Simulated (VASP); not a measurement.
CaSi2N2: single point with PBE

Crystal: CaSi2N2.

```xyz
5
Lattice="-2.0173 2.5015 3.6256 2.0173 -2.5015 3.6256 2.0173 2.5015 -3.6256" Properties=species:S:1:pos:R:3 pbc="T T T"
Ca    0.0000    0.0000    0.0000
Si    0.0000    1.2099    3.6256
Si    2.0173    1.2915    0.0000
N     0.0000    2.5015    1.4386
N     2.0173    0.0000    2.1870
```

The cell was built from a structure type or drawn by symmetry, and may not be a known phase.

- Program: VASP 6.6.1
- Task: single point
- Functional: PBE
- Potentials or basis: VASP PAW PBE potentials, release 64 (Ca_sv, Si, N)
- Cutoff: 520 eV
- k mesh: 6 × 6 × 6
- Occupations: gaussian, width 0.1 eV
- Spin: collinear spin, ferromagnetic start
- Starting moments: [0.0, 0.0, 0.0, 1.0, 1.0] μB
- Dipole correction: no
- Further INCAR settings: ALGO = Normal; EDIFF = 1e-06; NBANDS = 26

```json
{
  "Pressure": "1.9 GPa",
  "Largest force": "4.082 eV/Å",
  "Band gap on the k mesh": "zero (filled and empty bands overlap)",
  "Net moment": "0.00 μB per cell",
  "Valence electrons inside the program's atomic spheres": "Ca 8.52; Si 1.57; N 3.40"
}
```

Forces on the atoms (eV/Å):
```
Ca   0.000  0.000  0.000
Si   0.000 -4.082  0.000
Si   0.000  4.082  0.000
N    0.000  0.000  0.124
N    0.000  0.000 -0.124
```

Stress tensor (GPa, compression positive):
```
 30.22   0.00   0.00
  0.00   8.53   0.00
  0.00   0.00 -33.01
```

Levels at points of the mesh, in eV from the Fermi level:
Spin up:
```
           k point  band 10  band 11  band 12  band 13  band 14  band 15  band 16  band 17  band 18  band 19
(0.00, 0.00, 0.00)    -3.35    -2.71    -1.96    -1.59    -0.50    -0.46    -0.43     1.97     3.11     4.51
(0.50, 0.00, 0.00)    -2.98    -2.80    -1.13    -0.47     0.26     0.83     1.15     2.63     2.82     3.56
(0.00, 0.50, 0.00)    -3.86    -2.83    -2.32    -0.85     0.22     0.52     1.20     2.55     3.04     5.09
(0.50, 0.50, 0.00)    -2.90    -2.32    -1.72    -0.71    -0.17     0.96     1.15     3.03     3.07     3.28
(0.50, 0.50, 0.50)    -3.04    -1.36    -0.46    -0.32    -0.21    -0.12     1.21     1.57     2.88     3.76
```
Spin down:
| k point | band 11 | band 12 | band 13 | band 14 | band 15 | band 16 | band 17 | band 18 |
| --- | --- | --- | --- | --- | --- | --- | --- | --- |
| (0.00, 0.00, 0.00) | -2.71 | -1.96 | -1.59 | -0.50 | -0.46 | -0.43 | 1.97 | 3.11 |
| (0.50, 0.00, 0.00) | -2.80 | -1.13 | -0.47 | 0.26 | 0.83 | 1.15 | 2.63 | 2.82 |
| (0.00, 0.50, 0.00) | -2.83 | -2.32 | -0.85 | 0.22 | 0.52 | 1.20 | 2.55 | 3.04 |
| (0.50, 0.50, 0.00) | -2.32 | -1.72 | -0.71 | -0.17 | 0.96 | 1.15 | 3.03 | 3.07 |
| (0.50, 0.50, 0.50) | -1.36 | -0.46 | -0.32 | -0.21 | -0.12 | 1.21 | 1.57 | 2.88 |

It took 89 s on 1 thread of Intel(R) Xeon(R) 6975P-C (Granite Rapids) (shared host), peak memory 0.32 GiB.

Caveat: forces of over 1 eV/Å act on the atoms, so gaps and moduli don't describe the material at rest.
